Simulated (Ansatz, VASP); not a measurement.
**One calculation of CdSb2C, two programs**

Contents of INCAR:

```
SYSTEM = CdSb2C
  PREC = Accurate
  ENCUT = 520
  EDIFF = 1E-6
  ISMEAR = -1
  SIGMA = 0.02
  LREAL = .FALSE.
  LASPH = .TRUE.
  NELM = 60
  ALGO = Normal
  ISIF = 2
  LWAVE = .FALSE.
  LCHARG = .FALSE.
  GGA = PE
  NBANDS = 36
```

Contents of KPOINTS:

```
Automatic mesh
0
G
  6 6 6
  0 0 0
```

Contents of POSCAR:

```
CdSb2C
1.0
   -3.0444077254      3.0444077254      5.1222655855
    3.0444077254     -3.0444077254      5.1222655855
    3.0444077254      3.0444077254     -5.1222655855
Cd Sb C
2 4 2
Direct
    0.0000000000      0.0000000000      0.0000000000
    0.7500000000      0.2500000000      0.5000000000
    0.3750000000      0.4513221423      0.5763221423
    0.2013221423      0.6250000000      0.0763221423
    0.8750000000      0.7986778577      0.4236778577
    0.5486778577      0.1250000000     -0.0763221423
    0.5000000000      0.5000000000      0.0000000000
    0.2500000000      0.7500000000      0.5000000000
```

Input for Ansatz:

```yaml
crystal:
  lattice:
    - [-3.0444077254, 3.0444077254, 5.1222655855]
    - [3.0444077254, -3.0444077254, 5.1222655855]
    - [3.0444077254, 3.0444077254, -5.1222655855]
  atoms:
    - { symbol: Cd, position: [0.0, 0.0, 0.0] }
    - { symbol: Sb, position: [0.375, 0.4513221423, 0.5763221423] }
    - { symbol: Cd, position: [0.75, 0.25, 0.5] }
    - { symbol: Sb, position: [0.2013221423, 0.625, 0.0763221423] }
    - { symbol: C, position: [0.5, 0.5, 0.0] }
    - { symbol: Sb, position: [0.875, 0.7986778577, 0.4236778577] }
    - { symbol: C, position: [0.25, 0.75, 0.5] }
    - { symbol: Sb, position: [0.5486778577, 0.125, -0.0763221423] }
kpoints:
  mp_grid: { grid: [6, 6, 6] }
  band_path:
    path:
      - [0.0, 0.0, 0.0]
      - [0.0, 0.0, 0.5]
      - [0.25, 0.25, 0.25]
      - [0.0, 0.5, 0.0]
      - [0.5, 0.5, -0.5]
      - [0.3383123526, 0.6616876474, -0.3383123526]
      - [-0.3383123526, 0.3383123526, 0.3383123526]
      - [-0.1766247052, 0.1766247052, 0.5]
      - [0.5, 0.5, -0.1766247052]
      - [-0.0338312353, 0.0338312353, 0.0338312353]
    npoints: 1
hamiltonian:
  xc: pbe
scf:
  occupations: { method: fermi_dirac, width: 0.02 }
  n_extra_bands: 6
output:
  forces: true
  stress: true
  eigenvalues: true
```

Alike in both runs: task single point; functional PBE; k mesh 6 × 6 × 6; occupations fermi-dirac, width 0.02 eV; no spin polarisation.

|  | VASP | Ansatz |
| --- | --- | --- |
| version | VASP 6.6.1 | Ansatz 0.2.0 |
| potentials or method | VASP PAW PBE potentials, release 64 (Cd, Sb, C) | plane waves, PAW |
| plane-wave cutoff (eV) | 520 | 420 |
| valence electrons in the cell | 52 | 108 |

|  | VASP | Ansatz | Ansatz less VASP |
| --- | --- | --- | --- |
| pressure (GPa) | 1.7 | 1.5 | -0.14 |
| rms of the force components (eV/Å) | 0.004 | 0.014 | +0.0095 |

VASP's potentials hold 52 valence electrons a cell and Ansatz's 108, so a difference there can come from the potentials and not from the codes.

Spin-orbit coupling is off throughout.
